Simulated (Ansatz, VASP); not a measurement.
## HgH3 in VASP and in Ansatz

```
Hg H
1.0
     7.23782    0.00000    0.00000
     0.00000    7.23782    0.00000
     0.00000    0.00000    7.23782
Hg H
2 6
Direct
  0.50000 0.50000 0.50000
  0.00000 0.00000 0.00000
  0.05195 0.50000 0.50000
  0.94805 0.50000 0.50000
  0.50000 0.05195 0.50000
  0.50000 0.94805 0.50000
  0.50000 0.50000 0.05195
  0.50000 0.50000 0.94805
```

Alike in both runs: functional PBE; k mesh 4 × 4 × 4; occupations gaussian, width 0.02 eV; no spin polarisation.

Ansatz relaxed the structure, and its values are those at the end. VASP's run is a single point on that final structure, the one shown.

|  | VASP | Ansatz |
| --- | --- | --- |
| version | VASP 6.6.1 | Ansatz 0.2.0 |
| potentials or method | VASP PAW PBE potentials, release 64 (Hg, H), cutoff 520 eV | scalar-relativistic, plane waves, PAW |
| valence electrons in the cell | 30 | 46 |

```tsv
	VASP	Ansatz	Ansatz less VASP
gap on the k mesh at the Fermi level (eV)	4.89	4.88	-0.009
least direct gap on the mesh (eV)	4.89	4.88	-0.009
pressure (GPa)	0.0	0.0	+0.05
rms of the force components (eV/Å)	0.006	0.000	-0.0059
```

The functional is the same, so the differences come from potentials, cutoffs and numerics. VASP's potentials hold 30 valence electrons a cell and Ansatz's 46, so a difference there can come from the potentials and not from the codes. Ansatz's warnings: stress scf threshold loose, xc potential rough in thin density.

Spin-orbit coupling is off throughout.
